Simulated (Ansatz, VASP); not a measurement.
## Two plane-wave programs on CdTe

File INCAR:

```
PREC = Accurate
ENCUT = 520
EDIFF = 1E-6
ISMEAR = 0
SIGMA = 0.05
LREAL = False
LASPH = True
NELM = 60
ALGO = Normal
ISIF = 2
LWAVE = False
LCHARG = True
GGA = PS
LELF = True
LVHAR = True
NBANDS = 16
```

The input KPOINTS:

```
regular mesh
0
Gamma
  8 8 8
```

The input POSCAR:

```
CdTe
1.0
    0.0000000000      3.2050000000      3.2050000000
    3.2050000000      0.0000000000      3.2050000000
    3.2050000000      3.2050000000      0.0000000000
Cd Te
1 1
Direct
    0.0000000000      0.0000000000      0.0000000000
    0.7500000000      0.7500000000      0.7500000000
```

Input for Ansatz:

```yaml
crystal:
  lattice:
    - [0.0, 3.205, 3.205]
    - [3.205, 0.0, 3.205]
    - [3.205, 3.205, 0.0]
  atoms:
    - { symbol: Cd, position: [0.0, 0.0, 0.0] }
    - { symbol: Te, position: [0.75, 0.75, 0.75] }
basis:
  ecutwfc: 420
kpoints:
  mp_grid: { grid: [8, 8, 8] }
hamiltonian:
  xc: pbesol
scf:
  occupations: { method: gaussian, width: 0.05 }
output:
  forces: true
  stress: true
  eigenvalues: true
```

Alike in both runs: task single point; functional PBEsol; k mesh 8 × 8 × 8; occupations gaussian, width 0.05 eV; no spin polarisation.

|  | VASP | Ansatz |
| --- | --- | --- |
| version | VASP 6.6.1 | Ansatz 0.2.0 |
| potentials or method | VASP PAW PBE potentials, release 64 (Cd, Te), cutoff 520 eV | scalar-relativistic, plane waves, PAW |
| valence electrons in the cell | 18 | 36 |

|  | VASP | Ansatz | Ansatz less VASP |
| --- | --- | --- | --- |
| gap on the k mesh at the Fermi level (eV) | 0.76 | 0.76 | -0.004 |
| least direct gap on the mesh (eV) | 0.76 | 0.76 | -0.004 |
| pressure (GPa) | 1.9 | 1.7 | -0.19 |

VASP's potentials were made for PBE, not for PBEsol. With one functional, cell and mesh, what is left measures potentials, basis and numerics. VASP's potentials hold 18 valence electrons a cell and Ansatz's 36, so a difference there can come from the potentials and not from the codes.

Neither program's run includes spin-orbit coupling.
